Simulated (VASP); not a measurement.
# SrO in VASP: notebook

SrO is run at these levels: PBEsol; tasks: single point.

Program: VASP 6.6.1. These are calculated values, not measurements. Logs are shortened: lines on timing, memory, paths and dates and some standing lists are left out, and cuts for length are marked.

**1. The cell of the first run**

It takes space group P6_3/mmc (No. 194, hexagonal). Conventional cell: a = 3.553 Å, b = 3.553 Å, c = 6.217 Å, α = 90.00°, β = 90.00°, γ = 120.00°. Within 3.4 Å of Sr (site symmetry -6m2) lie 6 O at 2.57 Å. Within 3.4 Å of O (site symmetry -3m) lie 6 Sr at 2.57 Å and 2 O at 3.11 Å.

**2. Single point, PBEsol**

The input, INCAR:

```
  PREC = Accurate
  ENCUT = 520
  EDIFF = 1E-6
  ISMEAR = 0
  SIGMA = 0.01
  LREAL = F
  LASPH = T
  NELM = 80
  ALGO = Normal
  ISIF = 2
  LWAVE = F
  LCHARG = F
  GGA = PS
  NBANDS = 24
```

The input, KPOINTS:

```
regular mesh
0
Gamma
  5 5 3
```

The input, POSCAR:

```
SrO
1.0
    3.5532880000      0.0000000000      0.0000000000
   -1.7766440000      3.0772380000      0.0000000000
    0.0000000000      0.0000000000      6.2173040000
Sr O
2 2
Direct
    0.3333333333      0.6666666667      0.2500000000
    0.6666666667      0.3333333333      0.7500000000
    0.0000000000      0.0000000000      0.0000000000
    0.0000000000      0.0000000000      0.5000000000
```

Potentials or basis: VASP PAW PBE potentials, release 64 (Sr_sv, O).

The run is started by

```console
> cat potpaw_PBE.64/Sr_sv/POTCAR potpaw_PBE.64/O/POTCAR > POTCAR
> mpirun -np 1 vasp_std > vasp.out
```

OUTCAR:

```text
PREC = Accurate
   ENCUT = 520
   EDIFF = 1E-6
   ISMEAR = 0
   LREAL = F
   LASPH = T
   NELM = 80
   ISIF = 2
   GGA = PS

 ion  position               nearest neighbor table
   1  0.333  0.667  0.250-   3 2.57   4 2.57   3 2.57   4 2.57   3 2.57   4 2.57   2 3.72   2 3.72
                             2 3.72   2 3.72   2 3.72   2 3.72
   2  0.667  0.333  0.750-   3 2.57   4 2.57   3 2.57   4 2.57   3 2.57   4 2.57   1 3.72   1 3.72
                             1 3.72   1 3.72   1 3.72   1 3.72
   3  0.000  0.000  0.000-   1 2.57   2 2.57   2 2.57   1 2.57   2 2.57   1 2.57
   4  0.000  0.000  0.500-   1 2.57   2 2.57   2 2.57   1 2.57   2 2.57   1 2.57

  LATTYP: Found a hexagonal cell.
 ALAT       =     3.5532880000
 C/A-ratio  =     1.7497326420

  Lattice vectors:

 A1 = (   3.5532880000,   0.0000000000,   0.0000000000)
 A2 = (  -1.7766440000,   3.0772380000,   0.0000000000)
 A3 = (   0.0000000000,   0.0000000000,   6.2173040000)

Analysis of symmetry for initial positions (statically):
=====================================================================
 Subroutine PRICEL returns:
 Original cell was already a primitive cell.

 Routine SETGRP: Setting up the symmetry group for a
 hexagonal supercell.

 Subroutine GETGRP returns: Found 24 space group operations
 (whereof 12 operations were pure point group operations)
 out of a pool of 24 trial point group operations.

The static configuration has the point symmetry D_3d.
 The point group associated with its full space group is D_6h.

Analysis of symmetry for dynamics (positions and initial velocities):
=====================================================================
 Subroutine PRICEL returns:
 Original cell was already a primitive cell.

 Routine SETGRP: Setting up the symmetry group for a
 hexagonal supercell.

 Subroutine GETGRP returns: Found 24 space group operations
 (whereof 12 operations were pure point group operations)
 out of a pool of 24 trial point group operations.

The dynamic configuration has the point symmetry D_3d.
 The point group associated with its full space group is D_6h.

 Subroutine INISYM returns: Found 24 space group operations
 (whereof 12 operations are pure point group operations),
 and found     1 'primitive' translations

----------------------------------------------------------------------------------------

                                     Primitive cell

  volume of cell :      67.9819

  direct lattice vectors                    reciprocal lattice vectors
     3.553288000  0.000000000  0.000000000     0.281429482  0.162483370  0.000000000
    -1.776644000  3.077238000  0.000000000     0.000000000  0.324966740  0.000000000
     0.000000000  0.000000000  6.217304000     0.000000000  0.000000000  0.160841419

  length of vectors
     3.553288000  3.553288281  6.217304000     0.324966765  0.324966740  0.160841419

  position of ions in fractional coordinates (direct lattice)
     0.333333333  0.666666667  0.250000000
     0.666666667  0.333333333  0.750000000
     0.000000000  0.000000000  0.000000000
     0.000000000  0.000000000  0.500000000

  ion indices of the primitive-cell ions
   primitive index   ion index
                 1           1
                 2           2
                 3           3
                 4           4

----------------------------------------------------------------------------------------

 KPOINTS: regular mesh

Automatic generation of k-mesh.
 Grid dimensions read from file:
 generate k-points for:    5    5    3

 Generating k-lattice:

  Cartesian coordinates                     Fractional coordinates (reciprocal lattice)
     0.056285896  0.032496674  0.000000000     0.200000000  0.000000000  0.000000000
     0.000000000  0.064993348  0.000000000     0.000000000  0.200000000  0.000000000
     0.000000000  0.000000000  0.053613806     0.000000000  0.000000000  0.333333333

  Length of vectors
     0.064993353  0.064993348  0.053613806

  Shift w.r.t. Gamma in fractional coordinates (k-lattice)
     0.000000000  0.000000000  0.000000000

 Subroutine IBZKPT returns following result:
 ===========================================

 Found     10 irreducible k-points:

 Following reciprocal coordinates:
            Coordinates               Weight
  0.000000  0.000000  0.000000      1.000000
  0.200000  0.000000  0.000000      6.000000
  0.400000  0.000000  0.000000      6.000000
  0.200000  0.200000  0.000000      6.000000
  0.400000  0.200000  0.000000      6.000000
  0.000000  0.000000  0.333333      2.000000
  0.200000  0.000000  0.333333     12.000000
  0.400000  0.000000  0.333333     12.000000
  0.200000  0.200000  0.333333     12.000000
  0.400000  0.200000  0.333333     12.000000
   k-points           NKPTS =     10   k-points in BZ     NKDIM =     10   number of bands    NBANDS=     24
   number of dos      NEDOS =    301   number of ions     NIONS =      4
   total plane-waves  NPLWV =  37632
   dimension x,y,z NGX =    28 NGY =   28 NGZ =   48
   dimension x,y,z NGXF=    56 NGYF=   56 NGZF=   96
   ions per type =               2   2
   NGX,Y,Z   is equivalent  to a cutoff of  13.10, 13.10, 12.83 a.u.
   NGXF,Y,Z  is equivalent  to a cutoff of  26.20, 26.20, 25.67 a.u.
 SYSTEM =  unknown system
   PREC   = accura    normal or accurate (medium, high low for compatibility)
   ISTART =      0    job   : 0-new  1-cont  2-samecut
   ICHARG =      2    charge: 1-file 2-atom 10-const
   ISPIN  =      1    spin polarized calculation?
   LNONCOLLINEAR =      F non collinear calculations
   LSORBIT =      F    spin-orbit coupling
   LASPH  =      T    aspherical Exc in radial PAW
   ENCUT  =  520.0 eV  38.22 Ry    6.18 a.u.   6.61  6.61 11.56*2*pi/ulx,y,z
   NELM   =     80;   NELMIN=  2; NELMDL= -5     # of ELM steps
   EDIFF  = 0.1E-05   stopping-criterion for ELM
   LREAL  =      F    real-space projection
   EDIFFG = 0.1E-04   stopping-criterion for IOM
   NSW    =      0    number of steps for IOM
   IBRION =     -1    ionic relax: 0-MD 1-quasi-New 2-CG
   NFREE  =      0    steps in history (QN), initial steepest desc. (CG)
   ISIF   =      2    stress and relaxation
   ISYM   =      2    0-nonsym 1-usesym 2-fastsym
   POTIM  = 0.5000    time-step for ionic-motion
   TEBEG  =    0.0;   TEEND  =   0.0 temperature during run
   PSTRESS=    0.0 pullay stress
   NELECT =      32.0000    total number of electrons
   NUPDOWN=      -1.0000    fix difference up-down
   EMIN   =  10.00;   EMAX   =-10.00  energy-range for DOS
   EFERMI =   0.00;   METHOD = LEGACY
   ISMEAR =     0;   SIGMA  =   0.01  broadening in eV -4-tet -1-fermi 0-gaus
   EFERMI_NEDOS =   21; number of points for ismear=-14 and -15
   IALGO  =     38    algorithm
   IMIX   =      4    mixing-type and parameters
     AMIX     =   0.40;   BMIX     =  1.00
     AMIX_MAG =   1.60;   BMIX_MAG =  1.00
  volume/ion in A,a.u.               =      17.00       114.69
  Fermi-wavevector in a.u.,A,eV,Ry     =   1.273484  2.406537 22.065418  1.621762
  Thomas-Fermi vector in A             =   2.406305
   LORBIT       =      0    0 simple, 1 ext, 2 COOP (PROOUT), +10 PAW based schemes
   GGA     = PS    functional components
   LHFCALC =     F    Hartree Fock is set to
   AEXX    =    0.0000 exact exchange contribution
   IVDW    =     0    specifies the selected vdW correction
   LEPSILON=     F    determine dielectric tensor
   LRPA    =     F    only Hartree local field effects (RPA)
 non-spin polarized calculation
 Gauss-broadening in eV      SIGMA  =   0.01
  energy-cutoff  :      520.00
  volume of cell :       67.98
 maximum number of plane-waves:      1847
 NGX is ok and might be reduce to    28
   NGX = 13   NGY = 13   NGZ = 23

 number of electron      32.0000014 magnetization

 Free energy of the ion-electron system (eV)
  ---------------------------------------------------
  ext. energy  EPLUGINS =         0.00000000
  ---------------------------------------------------
  free energy    TOTEN  =       -24.94648275 eV

  energy without entropy =      -24.94648275  energy(sigma->0) =      -24.94648275

 E-fermi :   2.1564     XC(G=0): -10.2665

 val. band max:        2.0351737955   @ k =   0.0000   0.0000   0.0000
 cond. band min:       4.9629273249   @ k =   0.0000   0.0000   0.0000
 fundamental gap:      2.9277535295
 Fermi energy:         2.1563704306

 k-point     1 :       0.0000    0.0000    0.0000
  band No.  band energies     occupation
      1     -30.8021      2.00000
      2     -30.6915      2.00000
      3     -14.9844      2.00000
      4     -13.4278      2.00000
      5     -12.4889      2.00000
      6     -12.4889      2.00000
[... 16 lines left out ...]
     23       9.3554      0.00000
     24      10.2561      0.00000

 k-point     2 :       0.2000    0.0000    0.0000
  band No.  band energies     occupation
      1     -30.7528      2.00000
      2     -30.6621      2.00000
      3     -14.6771      2.00000
      4     -14.1118      2.00000
      5     -12.8189      2.00000
      6     -12.6081      2.00000
[... 16 lines left out ...]
     23       9.8802      0.00000
     24      10.0333      0.00000

 k-point     3 :       0.4000    0.0000    0.0000
  band No.  band energies     occupation
      1     -30.6651      2.00000
      2     -30.6205      2.00000
      3     -14.8001      2.00000
      4     -13.8883      2.00000
      5     -13.2990      2.00000
      6     -12.7654      2.00000
[... 16 lines left out ...]
     23      11.1470      0.00000
     24      11.6275      0.00000
[... 136 lines left out ...]
 k-point     9 :       0.2000    0.2000    0.3333
  band No.  band energies     occupation
      1     -30.6696      2.00000
      2     -30.6411      2.00000
      3     -14.5378      2.00000
      4     -14.2937      2.00000
      5     -12.9138      2.00000
      6     -12.8322      2.00000
[... 16 lines left out ...]
     23      10.9079      0.00000
     24      11.3276      0.00000

 k-point    10 :       0.4000    0.2000    0.3333
  band No.  band energies     occupation
      1     -30.6275      2.00000
      2     -30.6177      2.00000
      3     -14.6873      2.00000
      4     -14.1300      2.00000
      5     -13.1016      2.00000
      6     -13.0151      2.00000
[... 16 lines left out ...]
     23      11.3479      0.00000
     24      11.5287      0.00000

------------------------ aborting loop because EDIFF is reached ----------------------------------------

  FORCE on cell =-STRESS in cart. coord.  units (eV):
  Direction    XX          YY          ZZ          XY          YZ          ZX
  --------------------------------------------------------------------------------------
  -------------------------------------------------------------------------------------
  Total       -0.6842082     -0.6842083     -0.9336765      0.0000000      0.0000000      0.0000000
  in kB      -16.1252046    -16.1252080    -22.0045970      0.0000000      0.0000000      0.0000000
  external PRESSURE =     -18.0850032 kB  Pullay stress =       0.0000000 kB

 VOLUME and BASIS-vectors are now :
 -----------------------------------------------------------------------------
  energy-cutoff  :      520.00
  volume of cell :       67.98
      direct lattice vectors                 reciprocal lattice vectors
     3.553288000  0.000000000  0.000000000     0.281429482  0.162483370  0.000000000
    -1.776644000  3.077238000  0.000000000     0.000000000  0.324966740  0.000000000
     0.000000000  0.000000000  6.217304000     0.000000000  0.000000000  0.160841419

 POSITION                                       TOTAL-FORCE (eV/Angst)
 -----------------------------------------------------------------------------------
     -0.00000      2.05149      1.55433         0.000000     -0.000000      0.000000
      1.77664      1.02575      4.66298        -0.000000      0.000000      0.000000
      0.00000      0.00000      0.00000         0.000000      0.000000      0.000000
      0.00000      0.00000      3.10865         0.000000      0.000000      0.000000
 -----------------------------------------------------------------------------------
    total drift:                                0.000000     -0.000000      0.000000

  FREE ENERGIE OF THE ION-ELECTRON SYSTEM (eV)
  ---------------------------------------------------
  free  energy   TOTEN  =       -24.9464827468 eV

  energy  without entropy=      -24.9464827468  energy(sigma->0) =      -24.94648275
```

It took 17 s on 1 thread of AMD EPYC 7R13 (Zen 3), shared host; peak memory 0.15 GiB.

Results:

```
Free energy            : -24.9465 eV
Pressure               : -1.8 GPa
Band gap on the k mesh : 2.93 eV, direct
```

Caveat: the PAW data sets were made with another functional, which shifts forces and pressure a little.

**3. Single point, PBEsol**

The input, INCAR:

```
SYSTEM = SrO
PREC = Accurate ; ENCUT = 520
EDIFF = 1E-6 ; ISMEAR = 0
SIGMA = 0.01 ; LREAL = .False.
LASPH = .True. ; NELM = 60
ALGO = Normal ; ISIF = 2
LWAVE = .False. ; LCHARG = .False.
GGA = PS ; NBANDS = 24
```

The input, KPOINTS:

```
regular mesh
0
Gamma
  5 5 3
  0 0 0
```

POSCAR: that of step 2 with these lines changed.

```diff
@@ -11,2 +11,2 @@
     0.0000000000      0.0000000000      0.0000000000
-    0.0000000000      0.0000000000      0.5000000000
+    0.0084428844      0.0000000000      0.5000000000
```

Potentials or basis: VASP PAW PBE potentials, release 64 (Sr_sv, O).

The run is started by

```console
> cat potpaw_PBE.64/Sr_sv/POTCAR potpaw_PBE.64/O/POTCAR > POTCAR
> mpirun -np 1 vasp_std > vasp.out
```

OUTCAR:

```text
SYSTEM = SrO
   PREC = Accurate
   ENCUT = 520
   EDIFF = 1E-6
   ISMEAR = 0
   LREAL = .False.
   LASPH = .True.
   NELM = 60
   ISIF = 2
   GGA = PS

 ion  position               nearest neighbor table
   1  0.333  0.667  0.250-   4 2.55   3 2.57   3 2.57   3 2.57   4 2.57   4 2.59   2 3.72   2 3.72
                             2 3.72   2 3.72   2 3.72   2 3.72
   2  0.667  0.333  0.750-   4 2.55   3 2.57   3 2.57   3 2.57   4 2.57   4 2.59   1 3.72   1 3.72
                             1 3.72   1 3.72   1 3.72   1 3.72
   3  0.000  0.000  0.000-   1 2.57   2 2.57   2 2.57   1 2.57   2 2.57   1 2.57
   4  0.008  0.000  0.500-   1 2.55   2 2.55   2 2.57   1 2.57   2 2.59   1 2.59
[... 849 lines left out ...]
  -------------------------------------------------------------------------------------
  Total       -0.6779905     -0.6792959     -0.9275323      0.0000000      0.0065470      0.0000000
  in kB      -15.9786689    -16.0094337    -21.8597931      0.0000000      0.1542972      0.0000000
  external PRESSURE =     -17.9492986 kB  Pullay stress =       0.0000000 kB

 VOLUME and BASIS-vectors are now :
 -----------------------------------------------------------------------------
  energy-cutoff  :      520.00
  volume of cell :       67.98
      direct lattice vectors                 reciprocal lattice vectors
     3.553288000  0.000000000  0.000000000     0.281429482  0.162483370  0.000000000
    -1.776644000  3.077238000  0.000000000     0.000000000  0.324966740  0.000000000
     0.000000000  0.000000000  6.217304000     0.000000000  0.000000000  0.160841419

 POSITION                                       TOTAL-FORCE (eV/Angst)
 -----------------------------------------------------------------------------------
     -0.00000      2.05149      1.55433         0.045292     -0.001771     -0.002781
      1.77664      1.02575      4.66298         0.045292      0.001771      0.002781
      0.00000      0.00000      0.00000        -0.014414      0.000000      0.000000
      0.03000      0.00000      3.10865        -0.076170      0.000000      0.000000
 -----------------------------------------------------------------------------------
    total drift:                               -0.000067     -0.000000      0.000000

  FREE ENERGIE OF THE ION-ELECTRON SYSTEM (eV)
  ---------------------------------------------------
  free  energy   TOTEN  =       -24.9453353095 eV

  energy  without entropy=      -24.9453353095  energy(sigma->0) =      -24.94533531
```

stdout:

```text
POSCAR found type information on POSCAR SrO
 POSCAR found :  2 types and       4 ions
 scaLAPACK will be used
 -----------------------------------------------------------------------------
|                                                                             |
|                                                                             |
|     You enforced a specific xc type in the INCAR file but a different       |
|     I HOPE YOU KNOW WHAT YOU ARE DOING!                                     |
|                                                                             |
 -----------------------------------------------------------------------------

 LDA part: xc-table for (Slater+PW92), standard interpolation
 POSCAR, INCAR and KPOINTS ok, starting setup
 FFT: planning ... GRIDC
 FFT: planning ... GRID_SOFT
 FFT: planning ... GRID
 WAVECAR not read
 entering main loop
```

Run time: 36 s. Hardware: 1 thread of AMD EPYC 7R13 (Zen 3), shared host; peak memory 0.17 GiB.

What came out:

- Free energy: -24.9453 eV
- Pressure: -1.8 GPa
- Largest force: 0.076 eV/Å
- Band gap on the k mesh: 2.93 eV, direct

Forces in eV/Å, atoms in the order of the input:
```
Sr   0.045 -0.002 -0.003
Sr   0.045  0.002  0.003
O   -0.014  0.000  0.000
O   -0.076  0.000  0.000
```

Caveat: the PAW data sets were made with another functional, which shifts forces and pressure a little. As with any semilocal functional, this PBEsol gap is likely too small.
